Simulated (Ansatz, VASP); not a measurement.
## Rb: VASP beside Ansatz

```
Rb
1.0
     0.00000    3.63260    3.63260
     3.63260    0.00000    3.63260
     3.63260    3.63260    0.00000
Rb
1
Direct
  0.00000 0.00000 0.00000
```

Alike in both runs: task single point; functional BLYP; k mesh 9 × 9 × 9; occupations fermi-dirac, width 0.1 eV; no spin polarisation.

|  | VASP | Ansatz |
| --- | --- | --- |
| version | VASP 6.6.1 | Ansatz 0.2.0 |
| potentials or method | VASP PAW PBE potentials, release 64 (Rb_sv), cutoff 520 eV | plane waves (420 eV) with PAW, scalar-relativistic |
| valence electrons in the cell | 9 | 9 |

```tsv
	VASP	Ansatz	Ansatz less VASP
pressure (GPa)	0.0	0.0	0.00
```

VASP's potentials were made for PBE, not for BLYP. With one functional, cell and mesh, what is left measures potentials, basis and numerics.
